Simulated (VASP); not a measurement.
Wanted: the native input for a VASP 6.6.1 run.

* Task: single point
* Functional: PBE
* Potentials or basis: VASP PAW PBE potentials, release 64 (Ta_pv, Ge_d, O)
* Cutoff: 520 eV
* k mesh: 6 × 6 × 4
* Occupations: gaussian, width 0.1 eV
* Spin: no spin polarisation
* Dipole correction: no
* Further INCAR settings: ALGO = Normal; EDIFF = 1e-06; NBANDS = 29

The structure of Ta2GeO lies in POSCAR:

```
Ta2GeO
1.0
    3.6876447700      0.0000000000      0.0000000000
    0.0000000000      3.6876447700      0.0000000000
    0.0000000000      0.0000000000      5.2428274300
Ta Ge O
2 1 1
Direct
    0.5000000000      0.0000000000      0.7574989800
    0.0000000000      0.5000000000      0.2425010200
    0.0000000000      0.0000000000      0.5000000000
    0.5000000000      0.5000000000      0.0000000000
```

The cell was generated, and may not be a known phase.

These files were run (other wordings do the same):

INCAR

```
ALGO = Normal ; EDIFF = 1E-6
ENCUT = 520 ; GGA = PE
ISIF = 2 ; ISMEAR = 0
LASPH = T ; LCHARG = T
LELF = T ; LREAL = F
LVHAR = T ; LWAVE = F
NBANDS = 29 ; NELM = 100
PREC = Accurate ; SIGMA = 0.1
```

KPOINTS

```
k-points
0
Gamma
  6 6 4
```

Potentials or basis: VASP PAW PBE potentials, release 64 (Ta_pv, Ge_d, O).

The run is started by

```bash
$ cat potpaw_PBE.64/Ta_pv/POTCAR potpaw_PBE.64/Ge_d/POTCAR potpaw_PBE.64/O/POTCAR > POTCAR
$ mpirun -np 1 vasp_std > vasp.out
```

It gave:

* Pressure: 10.9 GPa
* Largest force: 6.136 eV/Å
* Band gap on the k mesh: zero (bands 21 and 22 overlap by 0.59 eV)

Caveat: the cell stands under pressure; spin-orbit coupling is left out, which moves the levels of the heavy elements; forces of over 1 eV/Å act on the atoms, so gaps and moduli don't describe the material at rest.

Wall time 33 s on 1 thread of Intel(R) Xeon(R) Platinum 8488C (Sapphire Rapids), with other jobs on the host, peak memory 0.22 GiB.
